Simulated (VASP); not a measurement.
# Fe (Fmmm) in VASP: single point with LDA

Aim: the single point of Fe with LDA.

All numbers are computed with VASP 6.6.1; they aren't measurements. Logs are shortened: lines on timing, memory, paths and dates and some standing lists are left out, and cuts for length are marked.

### 1 The cell of the first run

The structure is orthorhombic, space group Fmmm (No. 69). The conventional cell has a = 2.997 Å, b = 3.883 Å, c = 3.930 Å, α = 90.00°, β = 90.00°, γ = 90.00°. Within 3.2 Å of Fe (site symmetry mmm) lie 14 Fe at 2.45 to 3.00 Å.

### 2 Single point, LDA, collinear spin, antiferromagnetic start

File INCAR:

```
SYSTEM = Fe
  ALGO = Normal
  EDIFF = 1E-6
  ENCUT = 520
  GGA = CA
  ISIF = 2
  ISMEAR = -1
  ISPIN = 2
  LASPH = .TRUE.
  LCHARG = .FALSE.
  LMAXMIX = 4
  LORBIT = 11
  LREAL = .FALSE.
  LWAVE = .FALSE.
  MAGMOM = 1.2 -1.2
  NBANDS = 19
  NELM = 150
  PREC = Accurate
  SIGMA = 0.025
```

File KPOINTS:

```
k-points
0
G
  10 10 9
  0 0 0
```

File POSCAR:

```
Fe
1.0
    0.0000000000     -1.9417396906      1.9651051623
    0.0000000000      1.9417396906      1.9651051623
   -2.9968794198      0.0000000000      0.0000000000
Fe
2
Direct
    0.0000000000      0.0000000000      0.0000000000
    0.5000000000      0.5000000000      0.5000000000
```

Potentials or basis: VASP PAW LDA potentials, release 64 (Fe).

On the command line:

```sh
$ cat potpaw_LDA.64/Fe/POTCAR > POTCAR
$ mpirun -np 1 vasp_std > vasp.out
```

OUTCAR:

```text
SYSTEM = Fe
   EDIFF = 1E-6
   ENCUT = 520
   GGA = CA
   ISIF = 2
   ISMEAR = -1
   ISPIN = 2
   LASPH = .TRUE.
   LORBIT = 11
   LREAL = .FALSE.
   NELM = 150
   PREC = Accurate

 ion  position               nearest neighbor table
   1  0.000  0.000  0.000-   2 2.45   2 2.45   2 2.45   2 2.45   2 2.47   2 2.47   2 2.47   2 2.47

   2  0.500  0.500  0.500-   1 2.45   1 2.45   1 2.45   1 2.45   1 2.47   1 2.47   1 2.47   1 2.47

  LATTYP: Found a base centered orthorhombic cell.
 ALAT       =     3.8834793812
 B/A-ratio  =     1.0120332668
 C/A-ratio  =     0.7716995832

  Lattice vectors:

 A1 = (   0.0000000000,  -1.9417396906,  -1.9651051623)
 A2 = (   0.0000000000,  -1.9417396906,   1.9651051623)
 A3 = (  -2.9968794198,   0.0000000000,   0.0000000000)

Analysis of symmetry for initial positions (statically):
=====================================================================
 Subroutine PRICEL returns following result:

  LATTYP: Found a face centered orthorhombic cell.
 ALAT       =     2.9968794198
 B/A-ratio  =     1.2958410524
 C/A-ratio  =     1.3114342535

  Lattice vectors:

 A1 = (   0.0000000000,  -1.9417396906,   1.9651051623)
 A2 = (  -1.4984397099,   0.0000000000,   1.9651051623)
 A3 = (  -1.4984397099,  -1.9417396906,   0.0000000000)

   2 primitive cells build up your supercell.

 Routine SETGRP: Setting up the symmetry group for a
 base centered orthorhombic supercell.

 Subroutine GETGRP returns: Found  8 space group operations
 (whereof  8 operations were pure point group operations)
 out of a pool of  8 trial point group operations.

The static configuration has the point symmetry D_2h.

Analysis of symmetry for dynamics (positions and initial velocities):
=====================================================================
 Subroutine PRICEL returns following result:

  LATTYP: Found a face centered orthorhombic cell.
 ALAT       =     2.9968794198
 B/A-ratio  =     1.2958410524
 C/A-ratio  =     1.3114342535

  Lattice vectors:

 A1 = (   0.0000000000,  -1.9417396906,   1.9651051623)
 A2 = (  -1.4984397099,   0.0000000000,   1.9651051623)
 A3 = (  -1.4984397099,  -1.9417396906,   0.0000000000)

   2 primitive cells build up your supercell.

 Routine SETGRP: Setting up the symmetry group for a
 base centered orthorhombic supercell.

 Subroutine GETGRP returns: Found  8 space group operations
 (whereof  8 operations were pure point group operations)
 out of a pool of  8 trial point group operations.

The dynamic configuration has the point symmetry D_2h.

Analysis of structural, dynamic, and magnetic symmetry:
=====================================================================
 Subroutine PRICEL returns following result:

  LATTYP: Found a face centered orthorhombic cell.
 ALAT       =     2.9968794198
 B/A-ratio  =     1.2958410524
 C/A-ratio  =     1.3114342535

  Lattice vectors:

 A1 = (   0.0000000000,  -1.9417396906,   1.9651051623)
 A2 = (  -1.4984397099,   0.0000000000,   1.9651051623)
 A3 = (  -1.4984397099,  -1.9417396906,   0.0000000000)

   2 primitive cells build up your supercell.

 Routine SETGRP: Setting up the symmetry group for a
 base centered orthorhombic supercell.

 Subroutine GETGRP returns: Found  8 space group operations
 (whereof  8 operations were pure point group operations)
 out of a pool of  8 trial point group operations.

The overall configuration has the point symmetry D_2h.

 Subroutine INISYM returns: Found  8 space group operations
 (whereof  8 operations are pure point group operations),
 and found     2 'primitive' translations

----------------------------------------------------------------------------------------

                                     Primitive cell

  volume of cell :      11.4353

  direct lattice vectors                    reciprocal lattice vectors
     0.000000000 -1.941739691  1.965105162     0.333680426 -0.257501045  0.254439309
    -1.498439710  0.000000000  1.965105162    -0.333680426  0.257501045  0.254439309
    -1.498439710 -1.941739691  0.000000000    -0.333680426 -0.257501045 -0.254439309

  length of vectors
     2.762605894  2.471226388  2.452687218     0.492329947  0.492329947  0.492329947

  position of ions in fractional coordinates (direct lattice)
     0.000000000  0.000000000  0.000000000

  ion indices of the primitive-cell ions
   primitive index   ion index
                 1           1

----------------------------------------------------------------------------------------

 KPOINTS: k-points

Automatic generation of k-mesh.
 Grid dimensions read from file:
 generate k-points for:   10   10    9

 Generating k-lattice:

  Cartesian coordinates                     Fractional coordinates (reciprocal lattice)
     0.000000000 -0.025750105  0.025443931     0.100000000  0.000000000  0.000000000
     0.000000000  0.025750105  0.025443931     0.000000000  0.100000000  0.000000000
    -0.037075603  0.000000000  0.000000000     0.000000000  0.000000000  0.111111111

  Length of vectors
     0.036200297  0.036200297  0.037075603

  Shift w.r.t. Gamma in fractional coordinates (k-lattice)
     0.000000000  0.000000000  0.000000000

 Subroutine IBZKPT returns following result:
 ===========================================

 Found    155 irreducible k-points:

 Following reciprocal coordinates:
            Coordinates               Weight
  0.000000  0.000000  0.000000      1.000000
  0.100000  0.000000  0.000000      4.000000
  0.200000  0.000000  0.000000      4.000000
  0.300000  0.000000  0.000000      4.000000
  0.400000  0.000000  0.000000      4.000000
  0.500000  0.000000  0.000000      2.000000
[... 16 lines left out ...]
  0.300000  0.300000  0.000000      2.000000
  0.400000  0.300000  0.000000      4.000000
 [... further k-points ...]
   k-points           NKPTS =    155   k-points in BZ     NKDIM =    155   number of bands    NBANDS=     19
   number of dos      NEDOS =    301   number of ions     NIONS =      2
   total plane-waves  NPLWV =  13824
   dimension x,y,z NGX =    24 NGY =   24 NGZ =   24
   dimension x,y,z NGXF=    48 NGYF=   48 NGZF=   48
   ions per type =               2
   NGX,Y,Z   is equivalent  to a cutoff of  14.44, 14.44, 13.31 a.u.
   NGXF,Y,Z  is equivalent  to a cutoff of  28.89, 28.89, 26.63 a.u.
 SYSTEM =  Fe
   PREC   = accura    normal or accurate (medium, high low for compatibility)
   ISTART =      0    job   : 0-new  1-cont  2-samecut
   ICHARG =      2    charge: 1-file 2-atom 10-const
   ISPIN  =      2    spin polarized calculation?
   LNONCOLLINEAR =      F non collinear calculations
   LSORBIT =      F    spin-orbit coupling
   LASPH  =      T    aspherical Exc in radial PAW
   ENCUT  =  520.0 eV  38.22 Ry    6.18 a.u.   5.14  5.14  5.57*2*pi/ulx,y,z
   NELM   =    150;   NELMIN=  2; NELMDL= -5     # of ELM steps
   EDIFF  = 0.1E-05   stopping-criterion for ELM
   LREAL  =      F    real-space projection
   EDIFFG = 0.1E-04   stopping-criterion for IOM
   NSW    =      0    number of steps for IOM
   IBRION =     -1    ionic relax: 0-MD 1-quasi-New 2-CG
   NFREE  =      0    steps in history (QN), initial steepest desc. (CG)
   ISIF   =      2    stress and relaxation
   ISYM   =      2    0-nonsym 1-usesym 2-fastsym
   POTIM  = 0.5000    time-step for ionic-motion
   TEBEG  =    0.0;   TEEND  =   0.0 temperature during run
   PSTRESS=    0.0 pullay stress
   NELECT =      16.0000    total number of electrons
   NUPDOWN=      -1.0000    fix difference up-down
   EMIN   =  10.00;   EMAX   =-10.00  energy-range for DOS
   EFERMI =   0.00;   METHOD = LEGACY
   ISMEAR =    -1;   SIGMA  =   0.03  broadening in eV -4-tet -1-fermi 0-gaus
   EFERMI_NEDOS =   21; number of points for ismear=-14 and -15
   IALGO  =     38    algorithm
   IMIX   =      4    mixing-type and parameters
     AMIX     =   0.40;   BMIX     =  1.00
     AMIX_MAG =   1.60;   BMIX_MAG =  1.00
  volume/ion in A,a.u.               =      11.44        77.17
  Fermi-wavevector in a.u.,A,eV,Ry     =   1.453303  2.746344 28.736719  2.112089
  Thomas-Fermi vector in A             =   2.570585
   LORBIT       =     11    0 simple, 1 ext, 2 COOP (PROOUT), +10 PAW based schemes
   GGA     = CA    functional components
   LHFCALC =     F    Hartree Fock is set to
   AEXX    =    0.0000 exact exchange contribution
   IVDW    =     0    specifies the selected vdW correction
   LEPSILON=     F    determine dielectric tensor
   LRPA    =     F    only Hartree local field effects (RPA)
 spin polarized calculation
  energy-cutoff  :      520.00
  volume of cell :       22.87
 maximum number of plane-waves:       636
 NGX is ok and might be reduce to    24
   NGX = 11   NGY = 11   NGZ = 11

 number of electron      15.9999998 magnetization      -0.0000000

 number of electron      15.9999998 magnetization       0.0000000

 Free energy of the ion-electron system (eV)
  ---------------------------------------------------
  ext. energy  EPLUGINS =         0.00000000
  ---------------------------------------------------
  free energy    TOTEN  =       -17.66490732 eV

  energy without entropy =      -17.65270481  energy(sigma->0) =      -17.65880607

 E-fermi :   5.6452     XC(G=0): -13.4100

 val. band max:        5.6432692567   @ k =   0.5000   0.0000   0.4444
 cond. band min:       5.6482508241   @ k =  -0.4000   0.3000   0.1111
 fundamental gap:      0.0049815674
 Fermi energy:         5.6452393198

 spin component 1

 k-point     1 :       0.0000    0.0000    0.0000
  band No.  band energies     occupation
      1      -2.7025      1.00000
      2       1.4079      1.00000
      3       1.6047      1.00000
      4       3.8379      1.00000
      5       3.9524      1.00000
      6       4.3559      1.00000
[... 505 lines left out ...]
      6       4.3106      1.00000
[... 11 lines left out ...]
     18      25.0265      0.00000
     19      29.3618      0.00000

 [... further k-points ...]

 spin component 2

 k-point     1 :       0.0000    0.0000    0.0000
  band No.  band energies     occupation
      1      -2.7025      1.00000
      2       1.4079      1.00000
      3       1.6047      1.00000
      4       3.8379      1.00000
      5       3.9524      1.00000
      6       4.3559      1.00000
[... 505 lines left out ...]
      6       4.3106      1.00000
[... 11 lines left out ...]
     18      25.0265      0.00000
     19      29.3618      0.00000

 [... further k-points ...]
[... 5 lines left out ...]
  --------------------------------------------------------------------------------------
  -------------------------------------------------------------------------------------
  Total       -2.6786770     -5.7622686     -6.0076112      0.0000000      0.0000000      0.0000000
  in kB     -187.6527198   -403.6714254   -420.8587218      0.0000000      0.0000000      0.0000000
  external PRESSURE =    -337.3942890 kB  Pullay stress =       0.0000000 kB

 VOLUME and BASIS-vectors are now :
 -----------------------------------------------------------------------------
  energy-cutoff  :      520.00
  volume of cell :       22.87
      direct lattice vectors                 reciprocal lattice vectors
     0.000000000 -1.941739691  1.965105162     0.000000000 -0.257501045  0.254439309
     0.000000000  1.941739691  1.965105162     0.000000000  0.257501045  0.254439309
    -2.996879420  0.000000000  0.000000000    -0.333680426  0.000000000  0.000000000

 POSITION                                       TOTAL-FORCE (eV/Angst)
 -----------------------------------------------------------------------------------
      0.00000      0.00000      0.00000        -0.000000      0.000000     -0.000000
     -1.49844      0.00000      1.96511         0.000000     -0.000000      0.000000
 -----------------------------------------------------------------------------------
    total drift:                                0.000000      0.000000      0.000000

  FREE ENERGIE OF THE ION-ELECTRON SYSTEM (eV)
  ---------------------------------------------------
  free  energy   TOTEN  =       -17.6649073200 eV

  energy  without entropy=      -17.6527048144  energy(sigma->0) =      -17.65880607

 total charge

# of ion       s       p       d       tot
------------------------------------------
    1        0.480   0.520   6.260   7.259
    2        0.480   0.520   6.260   7.259
--------------------------------------------------
tot          0.959   1.040  12.519  14.518

 magnetization (x)

# of ion       s       p       d       tot
------------------------------------------
    1        0.006   0.010   0.624   0.640
    2       -0.006  -0.010  -0.624  -0.640
--------------------------------------------------
tot          0.000   0.000  -0.000  -0.000
```

Run time: 2.5 min. Hardware: 1 thread of AMD EPYC 7R13 (Zen 3), shared host; peak memory 0.17 GiB.

What came out:

* Free energy: -17.6649 eV
* Pressure: -33.7 GPa
* Band gap on the k mesh: zero (filled and empty bands overlap)
* Net moment: 0.00 μB per cell
* Site moments: Fe +0.64, -0.64 μB
* Valence electrons inside the program's atomic spheres: Fe 7.26

Levels at points of the mesh, in eV from the Fermi level:
Spin up:
```tsv
k point	band 4	band 5	band 6	band 7	band 8	band 9	band 10	band 11	band 12	band 13
(0.00, 0.00, 0.00)	-1.81	-1.69	-1.29	-0.34	0.16	0.87	0.94	1.03	7.93	10.99
(0.50, 0.00, 0.00)	-1.77	-1.70	-1.29	-1.24	-0.83	-0.67	-0.14	1.10	1.58	15.70
(0.50, 0.50, 0.00)	-3.11	0.02	0.07	0.48	0.56	0.91	1.14	1.23	1.27	8.23
```
Spin down:
```tsv
k point	band 6	band 7	band 8	band 9	band 10	band 11
(0.00, 0.00, 0.00)	-1.29	-0.34	0.16	0.87	0.94	1.03
(0.50, 0.00, 0.00)	-1.29	-1.24	-0.83	-0.67	-0.14	1.10
(0.50, 0.50, 0.00)	0.07	0.48	0.56	0.91	1.14	1.23
```
